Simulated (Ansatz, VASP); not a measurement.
## Pt in VASP and in Ansatz

The input INCAR:

```
SYSTEM = Pt
PREC = Accurate
ENCUT = 500
EDIFF = 1E-6
ISMEAR = 1
SIGMA = 0.01
LREAL = .False.
LASPH = .True.
NELM = 200
ALGO = Normal
ISIF = 2
LWAVE = .False.
LCHARG = .True.
LNONCOLLINEAR = .True.
MAGMOM = -0.051 -0.199 -0.079
LORBIT = 11
LMAXMIX = 4
GGA = LIBXC
LIBXC1 = GGA_X_PBE
LIBXC2 = LDA_C_PW
LVHAR = .True.
NBANDS = 21
GGA_COMPAT = .False.
```

KPOINTS

```
regular mesh
0
Gamma
  9 9 9
  0 0 0
```

POSCAR

```
Pt
1.0
    0.0000000000      1.9477392008      1.9477392008
    1.9477392008      0.0000000000      1.9477392008
    1.9477392008      1.9477392008      0.0000000000
Pt
1
Direct
    0.0000000000      0.0000000000      0.0000000000
```

input.yaml

```yaml
crystal:
  lattice:
    - [0.0, 1.9477392008, 1.9477392008]
    - [1.9477392008, 0.0, 1.9477392008]
    - [1.9477392008, 1.9477392008, 0.0]
  atoms:
    - { symbol: Pt, position: [0.0, 0.0, 0.0], spin: 0.22, spin_axis: [-0.231715, -0.904144, -0.358932] }
kpoints:
  mp_grid: { grid: [9, 9, 9] }
scf:
  occupations: { method: cold, width: 0.01 }
hamiltonian:
  xc: { exchange: pbe, correlation: lda }
  pseudopotentials: { kind: all_electron, lapw: { basis_error: 0.002 } }
magnetization:
  noncollinear: true
output:
  forces: true
  stress: true
  eigenvalues: true
```

Change from the starting cell: volume scaled by 0.98.

Alike in both runs: task single point; functional pbe exchange, lda correlation; k mesh 9 × 9 × 9; non-collinear spin.

```csv
,VASP,Ansatz
version,VASP 6.6.1,Ansatz 0.2.0
potentials or method,"VASP PAW PBE potentials, release 64 (Pt), cutoff 500 eV","all-electron LAPW, scalar-relativistic"
occupations,"methfessel-paxton of order 1, width 0.01 eV","cold, width 0.01 eV"
```

Ansatz gave:

- gap on the k mesh at the Fermi level (eV): none
- pressure (GPa): 37.2
- net moment per atom (μB): 0.02

Task: What did VASP give for the same quantities?

Result: gap on the k mesh at the Fermi level (eV): none; pressure (GPa): 36.8; net moment per atom (μB): 0.03.

VASP's potentials were made for PBE, not for pbe exchange, lda correlation. A gap of «none» marks a metal or a gap that the smearing closes. Both programs put the cell under a high pressure, so it lies far from rest at this level. Ansatz ran all-electron here, and VASP with PAW potentials.

Spin-orbit coupling is off throughout. Noted on Ansatz's run: the program listed the state as in doubt; the k mesh is thin for a metal, which can move the energy by tens of meV per atom.
